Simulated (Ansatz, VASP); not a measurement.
**One calculation of Mo3PbAu, two programs**

```
Mo Pb Au
1.0
     4.88450    0.00000    0.00000
     0.00000    4.88450    0.00000
     0.00000    0.00000    4.88450
Mo Pb Au
3 1 1
Direct
  0.00000 0.50000 0.50000
  0.50000 0.00000 0.50000
  0.50000 0.50000 0.00000
  0.00000 0.00000 0.00000
  0.50000 0.50000 0.50000
```

Alike in both runs: functional PBE; k mesh 4 × 4 × 4; occupations gaussian, width 0.1 eV; no spin polarisation.

Ansatz relaxed the structure, and its values are those at the end. VASP's run is a single point on that final structure, the one shown.

|  | VASP | Ansatz |
| --- | --- | --- |
| version | VASP 6.6.1 | Ansatz 0.2.0 |
| potentials or method | VASP PAW PBE potentials, release 64 (Mo_sv, Pb_d, Au), cutoff 520 eV | scalar-relativistic, plane waves, PAW |
| valence electrons in the cell | 67 | 75 |

```tsv
	VASP	Ansatz	Ansatz less VASP
gap on the k mesh at the Fermi level (eV)	none	none	-
pressure (GPa)	0.3	0.3	+0.02
```

A gap of «none» marks a metal or a gap that the smearing closes. The functional is the same, so the differences come from potentials, cutoffs and numerics. VASP's potentials hold 67 valence electrons a cell and Ansatz's 75, so a difference there can come from the potentials and not from the codes.

Neither program's run includes spin-orbit coupling.
